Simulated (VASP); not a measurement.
# In2GeO3 (P-4m2) in VASP: a series of runs, part 2 of 2

VASP 6.6.1.

### Step 5. Single point, PBE

INCAR reads:

```
  PREC = Accurate
  ENCUT = 520
  EDIFF = 1E-6
  ISMEAR = 0
  SIGMA = 0.1
  LREAL = False
  LASPH = True
  NELM = 100
  ALGO = Normal
  ISIF = 2
  LWAVE = False
  LCHARG = False
  GGA = PE
  NBANDS = 38
```

KPOINTS reads:

```
regular mesh
0
Gamma
  12 12 6
```

POSCAR reads:

```
In2GeO3
1.0
    3.2150024756      0.0000000000      0.0000000000
    0.0000000000      3.2150024756      0.0000000000
    0.0000000000      0.0000000000      8.0414219285
In Ge O
2 1 3
Direct
    0.0000000000      0.5000000000      0.6745696739
    0.5000000000      0.0000000000      0.3254303261
    0.0000000000      0.0000000000      0.0000000000
    0.0000000000      0.5000000000      0.3910871895
    0.5000000000      0.0000000000      0.6089128105
    0.5000000000      0.5000000000      0.0000000000
```

Potentials or basis: VASP PAW PBE potentials, release 64 (In_d, Ge_d, O).

The run is started by

```
$ cat potpaw_PBE.64/In_d/POTCAR potpaw_PBE.64/Ge_d/POTCAR potpaw_PBE.64/O/POTCAR > POTCAR
$ mpirun -np 1 vasp_std > vasp.out
```

OUTCAR:

```text
PREC = Accurate
   ENCUT = 520
   EDIFF = 1E-6
   ISMEAR = 0
   LREAL = False
   LASPH = True
   NELM = 100
   ISIF = 2
   GGA = PE

 ion  position               nearest neighbor table
   1  0.000  0.500  0.675-   4 2.28   5 2.33   5 2.33   5 2.33   5 2.33   3 3.07   3 3.07   2 3.61
                             2 3.61   2 3.61   2 3.61
   2  0.500  0.000  0.325-   5 2.28   4 2.33   4 2.33   4 2.33   4 2.33   3 3.07   3 3.07   1 3.61
                             1 3.61   1 3.61   1 3.61
   3  0.000  0.000  0.000-   6 2.27   6 2.27   6 2.27   6 2.27   2 3.07   2 3.07   1 3.07   1 3.07

   4  0.000  0.500  0.391-   1 2.28   2 2.33   2 2.33   2 2.33   2 2.33
   5  0.500  0.000  0.609-   2 2.28   1 2.33   1 2.33   1 2.33   1 2.33
   6  0.500  0.500  0.000-   3 2.27   3 2.27   3 2.27   3 2.27

  LATTYP: Found a simple tetragonal cell.
 ALAT       =     3.2150024756
 C/A-ratio  =     2.5012179585

  Lattice vectors:

 A1 = (   3.2150024756,   0.0000000000,   0.0000000000)
 A2 = (   0.0000000000,   3.2150024756,   0.0000000000)
 A3 = (   0.0000000000,   0.0000000000,   8.0414219285)

[... 179 lines left out ...]
  free energy    TOTEN  =       -29.41416928 eV

  energy without entropy =      -29.40945288  energy(sigma->0) =      -29.41181108

 E-fermi :   7.5510     XC(G=0): -11.3302

 val. band max:        7.5332747322   @ k =   0.5000   0.5000   0.3333
 cond. band min:       7.5551469186   @ k =   0.5000   0.0000   0.1667
 fundamental gap:      0.0218721864
 Fermi energy:         7.5510388474

 k-point     1 :       0.0000    0.0000    0.0000
  band No.  band energies     occupation
      1     -17.0952      2.00000
      2     -17.0372      2.00000
      3     -16.9856      2.00000
      4     -16.9686      2.00000
      5     -16.9686      2.00000
      6     -12.0540      2.00000
[... 973 lines left out ...]
     37      14.2081      0.00000
     38      14.7510      0.00000

 [... further k-points ...]
[... 5 lines left out ...]
  --------------------------------------------------------------------------------------
  -------------------------------------------------------------------------------------
  Total        0.0749018      0.0749018      0.0477285      0.0000000      0.0000000      0.0000000
  in kB        1.4438014      1.4438014      0.9200116      0.0000000      0.0000000      0.0000000
  external PRESSURE =       1.2692048 kB  Pullay stress =       0.0000000 kB

 VOLUME and BASIS-vectors are now :
 -----------------------------------------------------------------------------
  energy-cutoff  :      520.00
  volume of cell :       83.12
      direct lattice vectors                 reciprocal lattice vectors
     3.215002476  0.000000000  0.000000000     0.311041751  0.000000000  0.000000000
     0.000000000  3.215002476  0.000000000     0.000000000  0.311041751  0.000000000
     0.000000000  0.000000000  8.041421929     0.000000000  0.000000000  0.124356116

 POSITION                                       TOTAL-FORCE (eV/Angst)
 -----------------------------------------------------------------------------------
      0.00000      1.60750      5.42450         0.000000     -0.000000      0.028526
      1.60750      0.00000      2.61692         0.000000     -0.000000     -0.028526
      0.00000      0.00000      0.00000        -0.000000     -0.000000     -0.000000
      0.00000      1.60750      3.14490        -0.000000     -0.000000     -0.012953
      1.60750      0.00000      4.89652         0.000000     -0.000000      0.012953
      1.60750      1.60750      0.00000         0.000000      0.000000     -0.000000
 -----------------------------------------------------------------------------------
    total drift:                                0.000000     -0.000000      0.000000

  FREE ENERGIE OF THE ION-ELECTRON SYSTEM (eV)
  ---------------------------------------------------
  free  energy   TOTEN  =       -29.4141692812 eV

  energy  without entropy=      -29.4094528751  energy(sigma->0) =      -29.41181108
```

stdout:

```text
POSCAR found type information on POSCAR InGeO
 POSCAR found :  3 types and       6 ions
 scaLAPACK will be used
 LDA part: xc-table for (Slater+PW92), standard interpolation
 POSCAR, INCAR and KPOINTS ok, starting setup
 FFT: planning ... GRIDC
 FFT: planning ... GRID_SOFT
 FFT: planning ... GRID
 WAVECAR not read
 entering main loop
```

It took 1.7 min on 1 thread of Intel Xeon 6975P-C (Granite Rapids), shared host; peak memory 0.41 GiB.

Results:

```
Free energy            : -29.4142 eV
Pressure               : 0.1 GPa
Largest force          : 0.029 eV/Å
Band gap on the k mesh : zero (bands 29 and 30 overlap by 0.18 eV)
```

Forces on the atoms (eV/Å):
```
In   0.000  0.000  0.029
In   0.000  0.000 -0.029
Ge   0.000  0.000  0.000
O    0.000  0.000 -0.013
O    0.000  0.000  0.013
O    0.000  0.000  0.000
```

Caveat: spin-orbit coupling is left out, which moves the levels of the heavy elements.

### Step 6. Summary

```tsv
task	cell	k mesh	cutoff (eV)	gap on the mesh (eV)	pressure (GPa)	largest force (eV/Å)
single point	a = 3.213, b = 3.213, c = 8.053 Å, 6 atoms, atomic positions A	6 × 6 × 2	520	none	0.1	0.05
single point	a = 3.550, b = 3.550, c = 7.822 Å, 6 atoms, atomic positions B	6 × 6 × 2	520	none	-12.7	3.74
relaxation of cell and atoms	relaxed from a = 3.550, b = 3.550, c = 7.822 Å, 6 atoms, atomic positions B	6 × 6 × 2	600	none	-0.4	0.03
single point	a = 3.215, b = 3.215, c = 8.041 Å, 6 atoms, atomic positions C	12 × 12 × 6	520	none	0.1	0.03
```

Alike in all rows: level PBE; potentials or basis VASP PAW PBE potentials, release 64 (In_d, Ge_d, O); no spin polarisation; smearing gaussian 0.1 eV.

Caveats: some runs use coarse meshes; spin-orbit coupling is left out, which moves the levels of the heavy elements; forces of over 1 eV/Å act on the atoms, so gaps and moduli don't describe the material at rest (at least some runs).

Absolute energies hang on the potentials; compare differences alone.

The gap in the log of VASP goes by the Fermi energy; the results here count the filled bands.